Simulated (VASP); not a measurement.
Wanted: the native input for a VASP 6.6.1 run.

* Task: single point
* Functional: HSE06
* Potentials or basis: VASP PAW PBE potentials, release 64 (Cs_sv, Cl)
* Cutoff: 400 eV
* k mesh: 4 × 4 × 4
* Occupations: fermi-dirac, width 0.02 eV
* Spin: no spin polarisation
* Dipole correction: no
* Grid for exact exchange (PRECFOCK): Normal
* Further INCAR settings: ALGO = Normal; EDIFF = 1e-06; NBANDS = 15
* Share of exact exchange: 0.25
* Screening parameter: 0.2079 1/Å

Crystal: CsCl.

```
CELL_PARAMETERS angstrom
4.17480 0.00000 0.00000
0.00000 4.17480 0.00000
0.00000 0.00000 4.17480
ATOMIC_POSITIONS crystal
Cs 0.00000 0.00000 0.00000
Cl 0.50000 0.50000 0.50000
```

The input as run:

POSCAR

```
CsCl
1.0
    4.1747983187      0.0000000000      0.0000000000
    0.0000000000      4.1747983187      0.0000000000
    0.0000000000      0.0000000000      4.1747983187
Cs Cl
1 1
Direct
    0.0000000000      0.0000000000      0.0000000000
    0.5000000000      0.5000000000      0.5000000000
```

INCAR.step1

```
PREC = Accurate
ENCUT = 400
EDIFF = 1E-5
ISMEAR = -1
SIGMA = 0.02
LREAL = F
LASPH = T
NELM = 120
ALGO = Normal
ISIF = 2
LWAVE = T
LCHARG = F
GGA = PE
NBANDS = 15
GGA_COMPAT = F
```

INCAR.step2

```
PREC = Accurate
ENCUT = 400
EDIFF = 1E-6
ISMEAR = -1
SIGMA = 0.02
LREAL = F
LASPH = T
NELM = 120
ALGO = Normal
ISIF = 2
LWAVE = F
LCHARG = F
GGA = PE
LHFCALC = T
HFSCREEN = 0.2079
PRECFOCK = Normal
ISTART = 1
NBANDS = 15
GGA_COMPAT = F
```

KPOINTS

```
Automatic mesh
0
Gamma
  4 4 4
```

Potentials or basis: VASP PAW PBE potentials, release 64 (Cs_sv, Cl).

Command:

```bash
$ cat potpaw_PBE.64/Cs_sv/POTCAR potpaw_PBE.64/Cl/POTCAR > POTCAR
$ cp INCAR.step1 INCAR
$ mpirun -np 1 vasp_std > vasp.out
$ cp INCAR.step2 INCAR
$ mpirun -np 1 vasp_std > vasp.out
```

It gave:

```json
{
 "Pressure": "0.0 GPa",
 "Band gap on the k mesh": "6.40 eV"
}
```

Caveat: the PAW data sets were made with another functional, which shifts forces and pressure a little; spin-orbit coupling is left out, which moves the levels of the heavy elements.

Run time: 7.7 min on 1 thread of Intel Xeon 8259CL, with other jobs on the host, peak memory 0.26 GiB.
